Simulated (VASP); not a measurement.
A run of VASP 6.6.1 is set up as follows.

Contents of INCAR:

```
ALGO = Normal
EDIFF = 1E-6
ENCUT = 520
GGA = PE
ISIF = 2
ISMEAR = 0
LASPH = T
LCHARG = F
LREAL = F
LWAVE = F
NBANDS = 24
NELM = 60
PREC = Accurate
SIGMA = 0.1
```

Contents of KPOINTS:

```
k-points
0
Gamma
  6 6 6
```

The input POSCAR:

```
Ag
1.0
    1.4730471633      0.8504641762      7.2046500000
   -1.4730471633      0.8504641762      7.2046500000
    0.0000000000     -1.7009283525      7.2046500000
Ag
3
Direct
    0.0000000000      0.0000000000      0.0000000000
    0.7777190000      0.7777190000      0.7777190000
    0.2222810000      0.2222810000      0.2222810000
```

Potentials or basis: VASP PAW PBE potentials, release 64 (Ag).

The run is started by

```console
$ cat potpaw_PBE.64/Ag/POTCAR > POTCAR
$ mpirun -np 1 vasp_std > vasp.out
```

(1) Predict the pressure.

(2) Predict the largest force.

## Answers

(1) -0.2 GPa.

(2) 0.006 eV/Å.

Caveat: the k points lie up to 0.41 Å⁻¹ apart.
